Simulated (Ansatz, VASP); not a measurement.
Ir: VASP beside Ansatz

File INCAR:

```
PREC     = Accurate       # precision mode
ENCUT    = 500            # plane-wave cutoff, eV
EDIFF    = 1E-7           # SCF threshold, eV
ISMEAR   = 0              # smearing method
SIGMA    = 0.1            # smearing width, eV
LREAL    = F              # projectors in reciprocal space
LASPH    = T              # aspherical terms in the spheres
NELM     = 120            # most SCF steps
ALGO     = Normal         # electronic algorithm
ISIF     = 3              # what is computed and relaxed
LWAVE    = F              # write WAVECAR
LCHARG   = F              # write CHGCAR
GGA      = PE             # functional
IBRION   = 2              # ionic algorithm
NSW      = 90             # ionic steps
EDIFFG   = -0.04          # ionic threshold
GGA_COMPAT= F            
NELMIN   = 4
```

Contents of KPOINTS:

```
regular mesh
0
Gamma
  8 8 6
```

File POSCAR:

```
Ir
1.0
    2.4236774500      0.0000000000      0.0000000000
    0.0000000000      2.4236774500      0.0000000000
    0.0000000000      0.0000000000      2.7743020800
Ir
1
Direct
    0.5000000000      0.5000000000      0.0000000000
```

Input for Ansatz:

```yaml
crystal:
  lattice:
    - [2.42367745, 0.0, 0.0]
    - [0.0, 2.42367745, 0.0]
    - [0.0, 0.0, 2.77430208]
  atoms:
    - { symbol: Ir, position: [0.5, 0.5, 0.0] }
basis:
  ecutwfc: 420
kpoints:
  mp_grid: { grid: [8, 8, 6] }
hamiltonian:
  xc: pbe
scf:
  occupations: { method: gaussian, width: 0.1 }
  lower_state_search: "off"
output:
  forces: true
  stress: true
  eigenvalues: true
relax:
  adjacent_minimum: "off"
  f_tol: 0.04
  max_steps: 70
  cell: { stress_tol: 0.4 }
```

Alike in both runs: task relaxation of cell and atoms; functional PBE; k mesh 8 × 8 × 6; occupations gaussian, width 0.1 eV; no spin polarisation.

|  | VASP | Ansatz |
| --- | --- | --- |
| version | VASP 6.6.1 | Ansatz 0.2.0 |
| potentials or method | VASP PAW PBE potentials, release 64 (Ir), cutoff 500 eV | scalar-relativistic, plane waves, PAW |
| valence electrons in the cell | 9 | 17 |

VASP gave:

| Quantity | Value |
| --- | --- |
| gap on the k mesh at the Fermi level, each at its own relaxed structure (eV) | none |
| relaxed volume (Å³/atom) | 17.03 |
| relaxed cell length with the largest relative difference (Å) | 2.547 |

**Question.** Which values does Ansatz return?

**Answer.** gap on the k mesh at the Fermi level, each at its own relaxed structure (eV): none; relaxed volume (Å³/atom): 17.02; relaxed cell length with the largest relative difference (Å): 2.546.

A gap of «none» marks a metal or a gap that the smearing closes. VASP's potentials hold 9 valence electrons a cell and Ansatz's 17, so a difference there can come from the potentials and not from the codes.

The k mesh is coarse, so the values compare programs but aren't converged. Spin-orbit coupling is off throughout.
